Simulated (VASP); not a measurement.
Set up this calculation in VASP 6.6.1, as the native input.

- Task: single point
- Functional: PBE
- Potentials or basis: VASP PAW PBE potentials, release 64 (Sr_sv)
- Cutoff: 520 eV
- k mesh: 12 × 12 × 12
- Occupations: gaussian, width 0.1 eV
- Spin: no spin polarisation
- Dipole correction: no
- Further INCAR settings: ALGO = Fast; EDIFF = 1e-06; NBANDS = 11

The structure of Sr lies in POSCAR:

```
Sr
1.0
    0.0000000000      3.0719100142      3.0719100142
    3.0719100142      0.0000000000      3.0719100142
    3.0719100142      3.0719100142      0.0000000000
Sr
1
Direct
    0.0000000000      0.0000000000      0.0000000000
```

This cell differs from its parent crystal: volume scaled by 1.06.

One way to write it, as run:

INCAR

```
SYSTEM = Sr
ALGO     = Fast           ! electronic algorithm
EDIFF    = 1E-6           ! SCF threshold, eV
ENCUT    = 520            ! plane-wave cutoff, eV
GGA      = PE             ! functional
ISIF     = 2              ! what is computed and relaxed
ISMEAR   = 0              ! smearing method
LASPH    = .True.         ! aspherical terms in the spheres
LCHARG   = .False.        ! write CHGCAR
LREAL    = .False.        ! projectors in reciprocal space
LWAVE    = .False.        ! write WAVECAR
NBANDS   = 11             ! bands
NELM     = 100            ! most SCF steps
PREC     = Accurate       ! precision mode
SIGMA    = 0.1            ! smearing width, eV
```

KPOINTS

```
k-points
0
Gamma
  12 12 12
  0 0 0
```

Potentials or basis: VASP PAW PBE potentials, release 64 (Sr_sv).

Run with:

```bash
$ cat potpaw_PBE.64/Sr_sv/POTCAR > POTCAR
$ mpirun -np 1 vasp_std > vasp.out
```

Results of the run:

| Quantity | Value |
| --- | --- |
| Pressure | -0.6 GPa |
| Band gap on the k mesh | zero (band 5 reaches 1.50 eV, above the bottom of band 6 at 1.40 eV) |

Run time: 14 s on 1 thread of Intel(R) Xeon(R) 6975P-C (Granite Rapids) (shared host), peak memory 0.19 GiB.
